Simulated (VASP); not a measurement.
# K2WF4 (C2/m) in VASP: single point with r2SCAN

Aim: the single point of K2WF4 with r2SCAN.

Program: VASP 6.6.1. These are calculated values, not measurements. Logs are shortened: lines on timing, memory, paths and dates and some standing lists are left out, and cuts for length are marked.

### Step 1. The cell of the first run

Symmetry: C2/m, No. 12, monoclinic system. Conventional cell: a = 14.066 Å, b = 4.793 Å, c = 7.258 Å, α = 90.00°, β = 119.48°, γ = 90.00°. Within 2.9 Å of F (site symmetry m) lie 1 W at 2.05 Å and 4 K at 2.59 to 2.82 Å and 2 F at 2.72 Å. Within 2.8 Å of F (site symmetry m) lie 1 W at 2.03 Å and 3 K at 2.60 to 2.79 Å and 2 F at 2.80 Å. F (site symmetry 1) has 1 W at 2.10 Å and 4 F at 2.33 to 2.80 Å and 4 K at 2.64 to 2.73 Å within 2.8 Å. W (site symmetry m) has 4 F at 2.03 to 2.10 Å and 2 W at 2.73 Å within 2.8 Å. Within 3.6 Å of K (site symmetry m) lie 9 F at 2.59 to 3.38 Å and 4 K at 3.34 to 3.52 Å and 3 W at 3.46 to 3.60 Å. K (site symmetry m) has 8 F at 2.60 to 2.82 Å and 3 K at 3.14 to 3.34 Å and 3 W at 3.43 to 3.55 Å within 3.6 Å.

### Step 2. Single point, r2SCAN

File POSCAR:

```
K2WF4
1.0
    0.0000000000      4.7932422594      0.0000000000
    7.0325623074     -2.3966211297      0.0930574402
    3.6546580274      0.0000000000     -6.2706994037
F W K
8 2 4
Direct
    0.3489737733      0.6979475466      0.6634516198
    0.6510262267      0.3020524534      0.3365483802
    0.0709717733      0.1419435466      0.6282973391
    0.9290282267      0.8580564534      0.3717026609
    0.3914253027      0.2967423542      0.8799722027
    0.0946829485      0.7032576458      0.1200277973
    0.6085746973      0.7032576458      0.1200277973
    0.9053170515      0.2967423542      0.8799722027
    0.2212180516      0.4424361033      0.6027175070
    0.7787819484      0.5575638967      0.3972824930
    0.8336149568      0.6672299136      0.8125237644
    0.1663850432      0.3327700864      0.1874762356
    0.5076768667      0.0153537334      0.7770281151
    0.4923231333      0.9846462666      0.2229718849
```

File INCAR.step1:

```
SYSTEM = K2WF4
PREC = Accurate ; ENCUT = 520
ISMEAR = 0 ; SIGMA = 0.2971
LREAL = .False. ; LASPH = .True.
NELM = 100 ; NBANDS = 73
GGA = PE ; ALGO = Normal
EDIFF = 1E-4 ; LWAVE = .True.
LCHARG = .False.
```

File INCAR.step2:

```
SYSTEM = K2WF4
PREC = Accurate ; ENCUT = 520
EDIFF = 1E-7 ; ISMEAR = 0
SIGMA = 0.2971 ; LREAL = .False.
LASPH = .True. ; NELM = 100
ALGO = Normal ; ISIF = 2
LWAVE = .False. ; LCHARG = .True.
METAGGA = R2SCAN ; LMIXTAU = .True.
LELF = .True. ; LVHAR = .True.
NBANDS = 73 ; ISTART = 1
```

File KPOINTS:

```
Automatic mesh
0
Gamma
  3 3 3
  0 0 0
```

Potentials or basis: VASP PAW PBE potentials, release 64 (F, W_sv, K_sv).

Launch:

```sh
> cat potpaw_PBE.64/F/POTCAR potpaw_PBE.64/W_sv/POTCAR potpaw_PBE.64/K_sv/POTCAR > POTCAR
> cp INCAR.step1 INCAR
> mpirun -np 1 vasp_std > vasp.out
> cp INCAR.step2 INCAR
> mpirun -np 1 vasp_std > vasp.out
```

OUTCAR:

```text
SYSTEM = K2WF4
   PREC = Accurate
   ENCUT = 520
   EDIFF = 1E-7
   ISMEAR = 0
   LREAL = .False.
   LASPH = .True.
   NELM = 100
   ISIF = 2
   METAGGA = R2SCAN
   ISTART = 1

 ion  position               nearest neighbor table
   1  0.349  0.698  0.663-   9 2.05  11 2.59  11 2.59  13 2.73  14 2.82
   2  0.651  0.302  0.337-  10 2.05  12 2.59  12 2.59  14 2.73  13 2.82
   3  0.071  0.142  0.628-   9 2.03  13 2.60  13 2.60  12 2.79
   4  0.929  0.858  0.372-  10 2.03  14 2.60  14 2.60  11 2.79
   5  0.391  0.297  0.880-   9 2.10  12 2.64  14 2.67  11 2.70  13 2.73
   6  0.095  0.703  0.120-  10 2.10  11 2.64  13 2.67  12 2.70  14 2.73
   7  0.609  0.703  0.120-  10 2.10  11 2.64  13 2.67  12 2.70  14 2.73
   8  0.905  0.297  0.880-   9 2.10  12 2.64  14 2.67  11 2.70  13 2.73
   9  0.221  0.442  0.603-   3 2.03   1 2.05   8 2.10   5 2.10  10 2.73  10 2.73  14 3.43  12 3.46
                            13 3.55  13 3.55  11 3.60  11 3.60
  10  0.779  0.558  0.397-   4 2.03   2 2.05   6 2.10   7 2.10   9 2.73   9 2.73  13 3.43  11 3.46
                            14 3.55  14 3.55  12 3.60  12 3.60
  11  0.834  0.667  0.813-   1 2.59   1 2.59   6 2.64   7 2.64   5 2.70   8 2.70   4 2.79  13 3.34
                            13 3.34  10 3.46  12 3.52  12 3.52   9 3.60   9 3.60
  12  0.166  0.333  0.187-   2 2.59   2 2.59   5 2.64   8 2.64   7 2.70   6 2.70   3 2.79  14 3.34
                            14 3.34   9 3.46  11 3.52  11 3.52  10 3.60  10 3.60
  13  0.508  0.015  0.777-   3 2.60   3 2.60   7 2.67   6 2.67   8 2.73   5 2.73   1 2.73   2 2.82
                            14 3.14  11 3.34  11 3.34  10 3.43   9 3.55   9 3.55
  14  0.492  0.985  0.223-   4 2.60   4 2.60   5 2.67   8 2.67   6 2.73   7 2.73   2 2.73   1 2.82
                            13 3.14  12 3.34  12 3.34   9 3.43  10 3.55  10 3.55

  LATTYP: Found a base centered monoclinic cell.
 ALAT       =    14.0663559310
 B/A-ratio  =     0.3407593468
 C/A-ratio  =     0.5159811614
 COS(beta)  =    -0.4920614010

  Lattice vectors:

 A1 = (  -7.0325623074,  -2.3966211297,  -0.0930574402)
 A2 = (  -7.0325623074,   2.3966211297,  -0.0930574402)
 A3 = (   3.6546580274,   0.0000000000,  -6.2706994037)

Analysis of symmetry for initial positions (statically):
=====================================================================
 Subroutine PRICEL returns:
 Original cell was already a primitive cell.

 Routine SETGRP: Setting up the symmetry group for a
 base centered monoclinic supercell.

 Subroutine GETGRP returns: Found  4 space group operations
 (whereof  4 operations were pure point group operations)
 out of a pool of  4 trial point group operations.

The static configuration has the point symmetry C_2h.

[... 139 lines left out ...]
   IMIX   =      4    mixing-type and parameters
     AMIX     =   0.40;   BMIX     =  1.00
     AMIX_MAG =   1.60;   BMIX_MAG =  1.00
  volume/ion in A,a.u.               =      15.21       102.67
  Fermi-wavevector in a.u.,A,eV,Ry     =   1.352083  2.555067 24.873209  1.828129
  Thomas-Fermi vector in A             =   2.479452
   LORBIT       =      0    0 simple, 1 ext, 2 COOP (PROOUT), +10 PAW based schemes
   METAGGA = R2SCAN    functional components
   LHFCALC =     F    Hartree Fock is set to
   AEXX    =    0.0000 exact exchange contribution
   IVDW    =     0    specifies the selected vdW correction
   LEPSILON=     F    determine dielectric tensor
   LRPA    =     F    only Hartree local field effects (RPA)
 non-spin polarized calculation
 Gauss-broadening in eV      SIGMA  =   0.30
  energy-cutoff  :      520.00
  volume of cell :      213.01
 maximum number of plane-waves:      5749
   NGX = 17   NGY = 27   NGZ = 27

 number of electron     120.0000017 magnetization

 Free energy of the ion-electron system (eV)
  ---------------------------------------------------
  ext. energy  EPLUGINS =         0.00000000
  ---------------------------------------------------
  free energy    TOTEN  =      -184.08595621 eV

  energy without entropy =     -183.92311033  energy(sigma->0) =     -184.00453327

 E-fermi :   3.0920     XC(G=0): -10.3261

 val. band max:        2.8810484833   @ k =   0.3333  -0.0000   0.3333
 cond. band min:       3.1571202608   @ k =   0.0000  -0.3333   0.3333
 fundamental gap:      0.2760717775
 Fermi energy:         3.0919511703

 k-point     1 :       0.0000    0.0000    0.0000
  band No.  band energies     occupation
      1     -73.6669      2.00000
      2     -73.5997      2.00000
      3     -37.4783      2.00000
      4     -37.4381      2.00000
      5     -37.3704      2.00000
      6     -37.3051      2.00000
[... 739 lines left out ...]
     71       9.1609      0.00000
     72       9.3663      0.00000
 [bands above 72 left out]

------------------------ aborting loop because EDIFF is reached ----------------------------------------

  FORCE on cell =-STRESS in cart. coord.  units (eV):
  Direction    XX          YY          ZZ          XY          YZ          ZX
  --------------------------------------------------------------------------------------
  -------------------------------------------------------------------------------------
  Total        1.2331940      0.3652130      0.7927658      0.0000000      0.0000000     -0.0686292
  in kB        9.2756981      2.7470172      5.9629352      0.0000000      0.0000000     -0.5162071
  external PRESSURE =       5.9952168 kB  Pullay stress =       0.0000000 kB

 VOLUME and BASIS-vectors are now :
 -----------------------------------------------------------------------------
  energy-cutoff  :      520.00
  volume of cell :      213.01
      direct lattice vectors                 reciprocal lattice vectors
     0.000000000  4.793242259  0.000000000     0.070553730  0.208627052  0.041119776
     7.032562307 -2.396621130  0.093057440     0.141107459  0.000000000  0.082239552
     3.654658027  0.000000000 -6.270699404     0.002094041  0.000000000 -0.158251406

 POSITION                                       TOTAL-FORCE (eV/Angst)
 -----------------------------------------------------------------------------------
      7.33305      0.00000     -4.09536         0.156955      0.000000     -0.030496
      3.35417      2.39662     -2.08229        -0.156955      0.000000      0.030496
      3.29444      0.00000     -3.92665        -0.180539     -0.000000     -0.017817
      7.39278      2.39662     -2.25099         0.180539      0.000000      0.017817
      5.30286      1.16502     -5.49043        -0.003225      0.076724     -0.117264
      5.38436     -1.23160     -0.68721         0.003225      0.076724      0.117264
      5.38436      1.23160     -0.68721         0.003225     -0.076724      0.117264
      5.30286      3.62822     -5.49043        -0.003225     -0.076724     -0.117264
      5.31419     -0.00000     -3.73829         0.017961      0.000000      0.236402
      5.37303      2.39662     -2.43935        -0.017961      0.000000     -0.236402
      7.66183      2.39662     -5.03300         0.011614      0.000000      0.004713
      3.02539      0.00000     -1.14464        -0.011614      0.000000     -0.004713
      2.94775      2.39662     -4.87108        -0.013387      0.000000     -0.002483
      7.73947     -0.00000     -1.30656         0.013387      0.000000      0.002483
 -----------------------------------------------------------------------------------
    total drift:                                0.000000     -0.000000     -0.000000

  FREE ENERGIE OF THE ION-ELECTRON SYSTEM (eV)
  ---------------------------------------------------
  free  energy   TOTEN  =      -184.0859562084 eV

  energy  without entropy=     -183.9231103317  energy(sigma->0) =     -184.00453327
```

OUTCAR.step1:

```text
SYSTEM = K2WF4
   PREC = Accurate
   ENCUT = 520
   ISMEAR = 0
   LREAL = .False.
   LASPH = .True.
[... 1011 lines left out ...]
      3.02539      0.00000     -1.14464         0.000223     -0.000000     -0.039362
      2.94775      2.39662     -4.87108        -0.008742     -0.000000      0.049408
      7.73947     -0.00000     -1.30656         0.008742     -0.000000     -0.049408
 -----------------------------------------------------------------------------------
    total drift:                                0.000000     -0.000000     -0.000000

  FREE ENERGIE OF THE ION-ELECTRON SYSTEM (eV)
  ---------------------------------------------------
  free  energy   TOTEN  =       -74.0594156223 eV

  energy  without entropy=      -73.8493560775  energy(sigma->0) =      -73.95438585
```

OSZICAR.step1:

```text
N       E                     dE             d eps       ncg     rms          rms(c)
DAV:   1     0.130207458241E+04    0.13021E+04   -0.67466E+04  1548   0.168E+03
DAV:   2     0.309721713968E+02   -0.12711E+04   -0.12332E+04  1653   0.503E+02
DAV:   3    -0.803663805854E+02   -0.11134E+03   -0.11047E+03  1892   0.144E+02
DAV:   4    -0.831947107183E+02   -0.28283E+01   -0.28169E+01  2048   0.228E+01
DAV:   5    -0.833300317771E+02   -0.13532E+00   -0.13525E+00  2152   0.399E+00    0.312E+01
DAV:   6    -0.742841024066E+02    0.90459E+01   -0.39129E+01  1743   0.275E+01    0.121E+01
DAV:   7    -0.741057450619E+02    0.17836E+00   -0.23482E+00  1680   0.652E+00    0.754E+00
DAV:   8    -0.740623973619E+02    0.43348E-01   -0.45752E-01  1808   0.310E+00    0.115E+00
DAV:   9    -0.740556242333E+02    0.67731E-02   -0.73239E-02  1928   0.113E+00    0.552E-01
DAV:  10    -0.740588094177E+02   -0.31852E-02   -0.10705E-02  1952   0.454E-01    0.127E-01
DAV:  11    -0.740592694495E+02   -0.46003E-03   -0.11929E-03  1816   0.176E-01    0.767E-02
DAV:  12    -0.740593916207E+02   -0.12217E-03   -0.15566E-04  1120   0.640E-02    0.210E-02
DAV:  13    -0.740594156223E+02   -0.24002E-04   -0.43077E-05  1000   0.396E-02
   1 F= -.74059416E+02 E0= -.73954386E+02  d E =-.210060E+00
```

It took 33 min on 1 thread of Intel Xeon 8259CL, shared host; peak memory 0.43 GiB.

What came out:

```
Free energy            : -184.0860 eV
Pressure               : 0.6 GPa
Largest force          : 0.237 eV/Å
Band gap on the k mesh : 0.28 eV (least direct gap 0.32 eV)
```

Forces in eV/Å, atoms in the order of the input:
```
F    0.157  0.000 -0.030
F   -0.157  0.000  0.030
F   -0.181  0.000 -0.018
F    0.181  0.000  0.018
F   -0.003  0.077 -0.117
F    0.003  0.077  0.117
F    0.003 -0.077  0.117
F   -0.003 -0.077 -0.117
W    0.018  0.000  0.236
W   -0.018  0.000 -0.236
K    0.012  0.000  0.005
K   -0.012  0.000 -0.005
K   -0.013  0.000 -0.002
K    0.013  0.000  0.002
```

Levels at points of the mesh, in eV from the valence-band top:
| k point | band 58 | band 59 | band 60 | band 61 | band 62 | band 63 |
| --- | --- | --- | --- | --- | --- | --- |
| (0.00, 0.00, 0.00) | -0.60 | -0.38 | -0.05 | 0.35 | 1.06 | 2.47 |

Caveat: the k points lie up to 0.47 Å⁻¹ apart; so wide a smearing shifts energies and pressures; the PAW data sets were made with another functional, which shifts forces and pressure a little; spin-orbit coupling is left out, which moves the levels of the heavy elements.
